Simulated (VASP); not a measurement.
Wanted: the native input for a VASP 6.6.1 run.

| Item | Value |
| --- | --- |
| Task | single point |
| Functional | PBEsol |
| Potentials or basis | VASP PAW PBE potentials, release 64 (Zn, O) |
| Cutoff | 520 eV |
| k mesh | 9 × 9 × 6 |
| Occupations | gaussian, width 0.05 eV |
| Spin | no spin polarisation |
| Dipole correction | no |
| Further INCAR settings | ALGO = Normal; EDIFF = 1e-07; NBANDS = 26 |

The structure of ZnO lies in POSCAR:

```
ZnO
1.0
    3.2493987239      0.0000000000      0.0000000000
   -1.6246993619      2.8140618419      0.0000000000
    0.0000000000      0.0000000000      4.9436100000
Zn O
2 2
Direct
    0.3333333333      0.6666666667      0.0000000000
    0.6666666667      0.3333333333      0.5000000000
    0.3333333333      0.6666666667      0.3821000000
    0.6666666667      0.3333333333      0.8821000000
```

This cell differs from its parent crystal: strain +0.000 along x and y, -0.050 along z.

One way to write it, as run:

INCAR

```
SYSTEM = ZnO
ALGO = Normal
EDIFF = 1E-7
ENCUT = 520
GGA = PS
ISIF = 2
ISMEAR = 0
LASPH = .TRUE.
LCHARG = .TRUE.
LELF = .TRUE.
LREAL = .FALSE.
LVHAR = .TRUE.
LWAVE = .FALSE.
NBANDS = 26
NELM = 60
PREC = Accurate
SIGMA = 0.05
```

KPOINTS

```
k-points
0
G
  9 9 6
  0 0 0
```

Potentials or basis: VASP PAW PBE potentials, release 64 (Zn, O).

Launch:

```bash
$ cat potpaw_PBE.64/Zn/POTCAR potpaw_PBE.64/O/POTCAR > POTCAR
$ mpirun -np 1 vasp_std > vasp.out
```

It gave:

* Pressure: 8.3 GPa
* Largest force: 0.652 eV/Å
* Band gap on the k mesh: 0.82 eV, direct

Caveat: the cell differs from its parent crystal (strain +0.000 along x and y, -0.050 along z); the PAW data sets were made with another functional, which shifts forces and pressure a little.

It took 24 s on 1 thread of Intel(R) Xeon(R) 6975P-C (Granite Rapids) (shared host), peak memory 0.18 GiB.
